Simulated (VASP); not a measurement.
# In12Se11 (a cell with a defect) in VASP: notebook, part 2 of 2

VASP 6.6.1. Earlier steps stand in the parts before.

## 3. Single point, PBEsol, collinear spin

File INCAR:

```
PREC     = Accurate       # precision mode
ENCUT    = 400            # plane-wave cutoff, eV
EDIFF    = 1E-6           # SCF threshold, eV
ISMEAR   = 0              # smearing method
SIGMA    = 0.01           # smearing width, eV
LREAL    = F              # projectors in reciprocal space
LASPH    = T              # aspherical terms in the spheres
NELM     = 200            # most SCF steps
ALGO     = Normal         # electronic algorithm
ISIF     = 2              # what is computed and relaxed
LWAVE    = F              # write WAVECAR
LCHARG   = F              # write CHGCAR
ISPIN    = 2              # spin polarisation
MAGMOM   = 0.01 0.03 0 0 0 0 0.04 0.06 0.01 0.03 0 0 0 0.05 0.03 0.01 0.01 0 0.02 0 0.06 0.01 0.01 # initial moments
LORBIT   = 11             # projections on sites
NUPDOWN  = 1.0            # fixed moment
GGA      = PS             # functional
NBANDS   = 132            # bands
NELECT   = 221.0        
GGA_COMPAT= F
```

File KPOINTS:

```
Automatic mesh
0
Gamma
  1 1 1
  0.25 0.25 0.25
```

File POSCAR:

```
In12Se11
1.0
   -3.9736966600      6.8826445000      0.0000000000
  -11.9210899700      0.0000000000      0.0000000000
   -1.9868483300      1.1471074200      8.1298164600
In Se
12 11
Direct
    0.4217644558      0.3065353959      0.3458367187
    0.5020641670      0.3274686090      0.0004050156
    0.4262648252      0.6428767431      0.3334871691
    0.5175175964      0.6573127660     -0.0063562451
    0.4361974340      0.9687284781      0.3351411328
    0.5288670327      0.9823486499     -0.0047539448
    0.9386070059      0.3028167221      0.3461836304
    1.0278500565      0.3253750320     -0.0036846877
    0.9232485277      0.6370474071      0.3580387487
    1.0130919318      0.6548319133      0.0166463556
    0.9301653400      0.9736504029      0.3324108593
    1.0144248101      0.9949516301     -0.0096507049
    0.2219832368      0.1163056564      0.8355361040
    0.0745887455      0.0631570385      0.4949259791
    0.0690027985      0.3970662467      0.5135864485
    0.2068557952      0.7776201059      0.8392212729
    0.0697327727      0.7343366104      0.5010854767
    0.7015890568      0.1241576157      0.8343072944
    0.5717918511      0.0643466598      0.4959885176
    0.7118767764      0.4450109954      0.8386975503
    0.5731816607      0.4009251282      0.4898883225
    0.7292515770      0.7731222202      0.8337191696
    0.5603933543      0.7327090346      0.5050525656
```

Potentials or basis: VASP PAW PBE potentials, release 64 (In_d, Se).

Started as:

```
cat potpaw_PBE.64/In_d/POTCAR potpaw_PBE.64/Se/POTCAR > POTCAR
mpirun -np 1 vasp_std > vasp.out
```

OUTCAR:

```text
PREC = Accurate
   ENCUT = 400
   EDIFF = 1E-6
   ISMEAR = 0
   LREAL = F
   LASPH = T
   NELM = 200
   ISIF = 2
   ISPIN = 2
   LORBIT = 11
   NUPDOWN = 1.0
   GGA = PS
   NELECT = 221.0

 ion  position               nearest neighbor table
   1  0.422  0.307  0.346-  15 2.62  21 2.62  19 2.63   2 2.82   7 3.86   9 3.95   5 3.99   3 4.00
                            11 4.01
   2  0.502  0.327  0.000-  20 2.64  18 2.66   1 2.82   8 3.79  10 3.90   4 3.98  12 4.02   6 4.02

   3  0.426  0.643  0.333-  17 2.64  23 2.64  21 2.64   4 2.78   5 3.93  11 3.94   9 3.97   9 3.99
                             1 4.00
   4  0.518  0.657  0.994-  22 2.63  16 2.64  20 2.68   3 2.78   6 3.92  10 3.97   2 3.98  10 3.98
                             8 4.01  12 4.01
   5  0.436  0.969  0.335-  23 2.63  19 2.64  14 2.65   6 2.78   9 3.92   3 3.93  11 3.95   7 3.97
[... 536 lines left out ...]
    -15.78963      4.78166      8.09117         0.002167     -0.003792      0.012758
[... 15 lines left out ...]
    -13.77076      5.97554      6.77798        -0.000651      0.004017     -0.013362
    -11.96499      4.43634      4.10598         0.005027     -0.001892      0.015794
 -----------------------------------------------------------------------------------
    total drift:                                0.000291      0.000077      0.000841

  FREE ENERGIE OF THE ION-ELECTRON SYSTEM (eV)
  ---------------------------------------------------
  free  energy   TOTEN  =       -92.4808335483 eV

  energy  without entropy=      -92.4808335483  energy(sigma->0) =      -92.48083355

 total charge

# of ion       s       p       d       tot
------------------------------------------
    1        0.865   0.658   9.886  11.409
    2        0.915   0.547   9.865  11.326
    3        0.868   0.660   9.883  11.411
    4        0.866   0.652   9.883  11.401
    5        0.862   0.665   9.884  11.412
    6        0.861   0.654   9.882  11.397
[... 15 lines left out ...]
   22        1.485   2.280   0.026   3.791
   23        1.481   2.300   0.027   3.808
--------------------------------------------------
tot         26.804  32.748 118.834 178.385

 magnetization (x)

# of ion       s       p       d       tot
------------------------------------------
    1        0.006   0.011   0.001   0.018
    2        0.001   0.047   0.001   0.048
    3        0.002   0.000   0.001   0.002
    4        0.002   0.002   0.000   0.004
    5        0.000  -0.001   0.000  -0.000
    6       -0.000   0.003   0.000   0.003
[... 15 lines left out ...]
   22        0.000   0.006   0.001   0.007
   23        0.000   0.007   0.000   0.008
--------------------------------------------------
tot          0.055   0.391   0.013   0.459
```

OSZICAR:

```text
N       E                     dE             d eps       ncg     rms          rms(c)
DAV:   1     0.230661628024E+04    0.23066E+04   -0.81571E+04   528   0.158E+03
DAV:   2     0.333524590558E+03   -0.19731E+04   -0.19275E+04   528   0.450E+02
DAV:   3    -0.552760832851E+02   -0.38880E+03   -0.36933E+03   596   0.213E+02
DAV:   4    -0.933595968118E+02   -0.38084E+02   -0.37498E+02   640   0.632E+01
DAV:   5    -0.947815272611E+02   -0.14219E+01   -0.14146E+01   680   0.120E+01    0.187E+01
DAV:   6    -0.926258498571E+02    0.21557E+01   -0.39284E+00   704   0.181E+01    0.883E+00
DAV:   7    -0.924976525049E+02    0.12820E+00   -0.27407E+00   760   0.649E+00    0.327E+00
DAV:   8    -0.924835899576E+02    0.14063E-01   -0.33382E-01   704   0.336E+00    0.239E+00
DAV:   9    -0.924820245801E+02    0.15654E-02   -0.54501E-02   736   0.916E-01    0.102E+00
DAV:  10    -0.924802929310E+02    0.17316E-02   -0.92186E-03   696   0.644E-01    0.329E-01
DAV:  11    -0.924806311368E+02   -0.33821E-03   -0.38472E-03   648   0.295E-01    0.197E-01
DAV:  12    -0.924807705840E+02   -0.13945E-03   -0.46181E-04   792   0.121E-01    0.125E-01
DAV:  13    -0.924808221489E+02   -0.51565E-04   -0.79050E-05   680   0.405E-02    0.399E-02
DAV:  14    -0.924808274397E+02   -0.52908E-05   -0.26099E-05   648   0.311E-02    0.164E-02
DAV:  15    -0.924808313831E+02   -0.39434E-05   -0.58121E-06   480   0.133E-02    0.780E-03
DAV:  16    -0.924808330961E+02   -0.17130E-05   -0.15717E-06   392   0.565E-03    0.352E-03
DAV:  17    -0.924808335483E+02   -0.45221E-06   -0.87572E-07   368   0.560E-03
   1 F= -.92480834E+02 E0= -.92480834E+02  d E =-.409058E-13  mag=     1.0000
```

It took 9.3 min on 1 thread of Oxide Virtual Turin-like, shared host; peak memory 0.69 GiB.

What came out:

| Item | Value |
| --- | --- |
| Free energy | -92.4808 eV |
| Largest force | 0.023 eV/Å |
| Net moment | 1.00 μB per cell |
| Site moments | In +0.02, +0.05, +0.00, -0.00, +0.06, +0.09, +0.01 (each value once); Se +0.00, +0.04, +0.03, +0.01, +0.02, -0.00, +0.06 (each value once) μB |
| Valence electrons inside the program's atomic spheres | In 11.41, 11.33, 11.40, 11.39, 11.31, 11.42, 11.35, 11.38 (each value once); Se 3.79, 3.81, 3.80, 3.78 (each value once) |

Forces on the atoms (eV/Å):
```
In  -0.002  0.001 -0.013
In   0.004 -0.009  0.014
In   0.001  0.002 -0.016
In   0.003  0.000  0.016
In   0.000  0.004 -0.022
In   0.002 -0.004  0.013
In   0.004  0.000 -0.018
In  -0.019  0.012  0.005
In   0.006  0.004  0.002
In  -0.001 -0.001  0.014
In   0.003 -0.001 -0.019
In  -0.004  0.001  0.014
Se   0.004  0.003 -0.011
Se   0.003 -0.003  0.011
Se  -0.014 -0.006  0.016
Se   0.003 -0.004 -0.020
Se   0.004  0.004  0.010
Se   0.003  0.003 -0.014
Se   0.001  0.000  0.013
Se  -0.002 -0.001 -0.012
Se  -0.004 -0.008  0.015
Se  -0.001  0.004 -0.013
Se   0.005 -0.002  0.016
```

Caveat: the k points lie up to 0.83 Å⁻¹ apart, too coarse for converged energies, forces and pressures; the cell carries a net charge on a neutralising background, which shifts energy and pressure; the PAW data sets were made with another functional, which shifts forces and pressure a little; the total moment is fixed, so each spin has its own Fermi level and the state may be an excited one.

## 4. Single point, PBEsol, collinear spin

File INCAR:

```
PREC     = Accurate       # precision mode
ENCUT    = 400            # plane-wave cutoff, eV
EDIFF    = 1E-6           # SCF threshold, eV
ISMEAR   = 0              # smearing method
SIGMA    = 0.01           # smearing width, eV
LREAL    = False          # projectors in reciprocal space
LASPH    = True           # aspherical terms in the spheres
NELM     = 200            # most SCF steps
ALGO     = Normal         # electronic algorithm
ISIF     = 2              # what is computed and relaxed
LWAVE    = False          # write WAVECAR
LCHARG   = False          # write CHGCAR
ISPIN    = 2              # spin polarisation
MAGMOM   = 0.02 0.06 0 0 0 0 0.05 0.1 0.01 0.04 0 0.01 0.02 0.03 0.01 0.03 0.01 0 0.02 0.08 0.03 0.01 0.01 # initial moments
LORBIT   = 11             # projections on sites
NUPDOWN  = 1.0            # fixed moment
GGA      = PS             # functional
NELECT   = 223.0        
NBANDS   = 132            # bands
GGA_COMPAT= False
```

KPOINTS is that of step 3.

File POSCAR:

```
In12Se11
1.0
   -3.9736966564      6.8826445028      0.0000000000
  -11.9210899693      0.0000000000      0.0000000000
   -1.9868483282      1.1471074171      8.1298164551
In Se
12 11
Direct
    0.4202852983      0.3058898401      0.3357944237
    0.4569303677      0.3623447979     -0.0123945898
    0.4347580657      0.6357701521      0.3318392549
    0.5120847484      0.6607493632     -0.0100753671
    0.4329384744      0.9667349059      0.3425099127
    0.5259231331      0.9840681675      0.0010826744
    0.9372088883      0.2973568955      0.3371100743
    1.0287303542      0.3493956458     -0.0103865789
    0.9365324345      0.6283007251      0.3278109429
    1.0581387673      0.6050547831     -0.0100086131
    0.9268633571      0.9746461891      0.3405682958
    0.9991914154      1.0060963198     -0.0021128135
    0.2152668658      0.1211922844      0.8461594159
    0.0732480329      0.0586134735      0.5081160704
    0.0656963541      0.3946410324      0.5117495646
    0.1866702347      0.7844572282      0.8566382399
    0.0710877766      0.7286767733      0.4879340328
    0.6835300515      0.1366886219      0.8469129612
    0.5677225086      0.0644554641      0.5022728218
    0.7112128189      0.4500758887      0.8365303428
    0.5683830636      0.3967966375      0.4944332005
    0.7300861871      0.7739914101      0.8432641668
    0.5760419917      0.7257111688      0.4967081723
```

Started as:

```
cat potpaw_PBE.64/In_d/POTCAR potpaw_PBE.64/Se/POTCAR > POTCAR
mpirun -np 1 vasp_std > vasp.out
```

It took 8.6 min on 1 thread of Oxide Virtual Turin-like, shared host; peak memory 0.69 GiB.

It converged, with:

```yaml
Free_energy: -83.8956 eV
Largest_force: 0.039 eV/Å
Net_moment: 1.00 μB per cell
Site_moments: In +0.03, +0.08, -0.00, +0.00, +0.06, +0.12, +0.01, +0.05 (each value once); Se +0.02, +0.03, +0.01, -0.00, +0.07 (each value once) μB
Valence_electrons_inside_the_program's_atomic_spheres: In 11.42, 11.37, 11.44, 11.43, 11.38, 11.41 (each value once); Se 3.80, 3.83, 3.81, 3.82 (each value once)
```

Forces in eV/Å, atoms in the order of the input:
```
In  -0.001 -0.007 -0.021
In  -0.015 -0.013  0.012
In  -0.004 -0.001 -0.012
In   0.001 -0.001  0.017
In   0.000  0.003 -0.011
In  -0.012 -0.002  0.024
In   0.001 -0.005 -0.018
In   0.000  0.011  0.011
In  -0.007 -0.010 -0.030
In  -0.005  0.031  0.003
In   0.006 -0.002 -0.022
In  -0.016  0.002  0.011
Se   0.000  0.012 -0.018
Se   0.002  0.001  0.013
Se   0.012  0.009  0.036
Se   0.004 -0.015 -0.013
Se   0.006  0.008  0.031
Se   0.014 -0.008 -0.025
Se   0.001 -0.006  0.018
Se   0.014  0.005 -0.018
Se   0.006  0.002  0.024
Se  -0.016 -0.012 -0.027
Se   0.008 -0.003  0.015
```

Caveat: the k points lie up to 0.83 Å⁻¹ apart, too coarse for converged energies, forces and pressures; the cell carries a net charge on a neutralising background, which shifts energy and pressure; the PAW data sets were made with another functional, which shifts forces and pressure a little; the total moment is fixed, so each spin has its own Fermi level and the state may be an excited one.

## 5. Single point, PBEsol, collinear spin

File INCAR:

```
  PREC = Accurate
  ENCUT = 400
  EDIFF = 1E-6
  ISMEAR = 0
  SIGMA = 0.01
  LREAL = F
  LASPH = T
  NELM = 200
  ALGO = Normal
  ISIF = 2
  LWAVE = F
  LCHARG = T
  ISPIN = 2
  MAGMOM = 0.01 0.03 0 0 0 0 0.04 0.06 0.01 0.03 0 0 0 0.05 0.03 0.01 0.01 0 0.02 0 0.06 0.01 0.01
  LORBIT = 11
  NUPDOWN = 1.0
  GGA = PS
  LELF = T
  LVHAR = T
  NBANDS = 132
  NELECT = 221.0
  GGA_COMPAT = F
```

KPOINTS is that of step 4.

File POSCAR:

```
In12Se11
1.0
   -3.9736966564      6.8826445028      0.0000000000
  -11.9210899693      0.0000000000      0.0000000000
   -1.9868483282      1.1471074171      8.1298164551
In Se
12 11
Direct
    0.4217644558      0.3065353959      0.3458367187
    0.5020641670      0.3274686090      0.0004050156
    0.4262648252      0.6428767431      0.3334871691
    0.5175175964      0.6573127660     -0.0063562451
    0.4361974340      0.9687284781      0.3351411328
    0.5288670327      0.9823486499     -0.0047539448
    0.9386070059      0.3028167221      0.3461836304
    1.0278500565      0.3253750320     -0.0036846877
    0.9232485277      0.6370474071      0.3580387487
    1.0130919318      0.6548319133      0.0166463556
    0.9301653400      0.9736504029      0.3324108593
    1.0144248101      0.9949516301     -0.0096507049
    0.2219832368      0.1163056564      0.8355361040
    0.0745887455      0.0631570385      0.4949259791
    0.0690027985      0.3970662467      0.5135864485
    0.2068557952      0.7776201059      0.8392212729
    0.0697327727      0.7343366104      0.5010854767
    0.7015890568      0.1241576157      0.8343072944
    0.5717918511      0.0643466598      0.4959885176
    0.7118767764      0.4450109954      0.8386975503
    0.5731816607      0.4009251282      0.4898883225
    0.7292515770      0.7731222202      0.8337191696
    0.5603933543      0.7327090346      0.5050525656
```

Started as:

```
cat potpaw_PBE.64/In_d/POTCAR potpaw_PBE.64/Se/POTCAR > POTCAR
mpirun -np 1 vasp_std > vasp.out
```

It took 8.8 min on 1 thread of Oxide Virtual Turin-like, shared host; peak memory 0.69 GiB.

It converged, with:

| Item | Value |
| --- | --- |
| Free energy | -92.4808 eV |
| Largest force | 0.023 eV/Å |
| Net moment | 1.00 μB per cell |
| Site moments | In +0.02, +0.05, +0.00, -0.00, +0.06, +0.09, +0.01 (each value once); Se +0.00, +0.04, +0.03, +0.01, +0.02, -0.00, +0.06 (each value once) μB |
| Valence electrons inside the program's atomic spheres | In 11.41, 11.33, 11.40, 11.39, 11.31, 11.42, 11.35, 11.38 (each value once); Se 3.79, 3.81, 3.80, 3.78 (each value once) |

Forces in eV/Å, atoms in the order of the input:
```
In  -0.002  0.001 -0.013
In   0.004 -0.009  0.014
In   0.001  0.002 -0.016
In   0.003  0.000  0.016
In   0.000  0.004 -0.022
In   0.002 -0.004  0.013
In   0.004  0.000 -0.018
In  -0.019  0.012  0.005
In   0.006  0.004  0.002
In  -0.001 -0.001  0.014
In   0.003 -0.001 -0.019
In  -0.004  0.001  0.014
Se   0.004  0.003 -0.011
Se   0.003 -0.003  0.011
Se  -0.014 -0.006  0.016
Se   0.003 -0.004 -0.020
Se   0.004  0.004  0.010
Se   0.003  0.003 -0.014
Se   0.001  0.000  0.013
Se  -0.002 -0.001 -0.012
Se  -0.004 -0.008  0.015
Se  -0.001  0.004 -0.013
Se   0.005 -0.002  0.016
```

Caveat: the k points lie up to 0.83 Å⁻¹ apart, too coarse for converged energies, forces and pressures; the cell carries a net charge on a neutralising background, which shifts energy and pressure; the PAW data sets were made with another functional, which shifts forces and pressure a little; the total moment is fixed, so each spin has its own Fermi level and the state may be an excited one.
